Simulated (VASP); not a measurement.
A run of VASP 6.6.1 is set up as follows.

The input INCAR:

```
SYSTEM = ZrBrF
PREC = Accurate ; ENCUT = 520
EDIFF = 1E-7 ; ISMEAR = 0
SIGMA = 0.1 ; LREAL = .FALSE.
LASPH = .TRUE. ; NELM = 100
ALGO = Normal ; ISIF = 2
LWAVE = .FALSE. ; LCHARG = .FALSE.
GGA = PE ; NBANDS = 20
```

The input KPOINTS:

```
Automatic mesh
0
G
  4 4 4
  0 0 0
```

POSCAR

```
ZrBrF
1.0
    3.3737900778      0.0000000000      0.0000000000
    0.0000000000      3.3737900778      0.0000000000
    0.0000000000      0.0000000000      5.2298148731
Zr Br F
1 1 1
Direct
    0.0000000000      0.0000000000      0.5000000000
    0.0000000000      0.0000000000      0.0000000000
    0.5000000000      0.5000000000      0.5000000000
```

Potentials or basis: VASP PAW PBE potentials, release 64 (Zr_sv, Br, F).

Command:

```bash
$ cat potpaw_PBE.64/Zr_sv/POTCAR potpaw_PBE.64/Br/POTCAR potpaw_PBE.64/F/POTCAR > POTCAR
$ mpirun -np 1 vasp_std > vasp.out
```

(1) What does it give for the pressure?

(2) What does it give for the band gap on the k mesh?

Results:

(1) 0.0 GPa.

(2) zero (band 13 reaches 7.21 eV, above the bottom of band 14 at 5.26 eV).

Caveat: the k points lie up to 0.47 Å⁻¹ apart.
